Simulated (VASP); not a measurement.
# HfO2 (fluorite type): single point with LDA

Crystal: HfO2 (fluorite type).

```
Hf O
1.0
     0.00000    2.50039    2.50039
     2.50039    0.00000    2.50039
     2.50039    2.50039    0.00000
Hf O
1 2
Cartesian
  0.0000 0.0000 0.0000
  1.2502 1.2502 1.2502
  3.7506 3.7506 3.7506
```

```json
{
  "Program": "VASP 6.6.1",
  "Task": "single point",
  "Functional": "LDA",
  "Potentials or basis": "VASP PAW LDA potentials, release 64 (Hf_pv, O)",
  "Cutoff": "520 eV",
  "k mesh": "12 × 12 × 12",
  "Occupations": "fermi-dirac, width 0.08 eV",
  "Spin": "no spin polarisation",
  "Dipole correction": "no",
  "Further INCAR settings": "ALGO = Normal; EDIFF = 1e-06; NBANDS = 18"
}
```

```json
{
 "Pressure": "-3.2 GPa",
 "Band gap on the k mesh": "3.70 eV"
}
```

Levels at points of the mesh, in eV from the valence-band top:
```csv
k point,band 7,band 8,band 9,band 10,band 11,band 12,band 13,band 14,band 15,band 16
"(0.00, 0.00, 0.00)",-5.67,-5.67,-0.63,-0.63,-0.63,3.78,3.78,6.02,10.89,10.89
"(0.50, 0.00, 0.00)",-4.60,-3.13,-2.85,-1.89,-1.89,4.57,4.57,7.33,8.93,9.76
"(0.50, 0.50, 0.00)",-3.57,-3.57,-1.62,-1.62,0.00,3.70,5.54,6.98,8.45,8.45
```

It took 58 s on 1 thread of AMD EPYC 7R13, on a shared host, peak memory 0.14 GiB.

Caveat: the cell stands under tension; spin-orbit coupling is left out, which moves the levels of the heavy elements. A k mesh can miss the band edges.
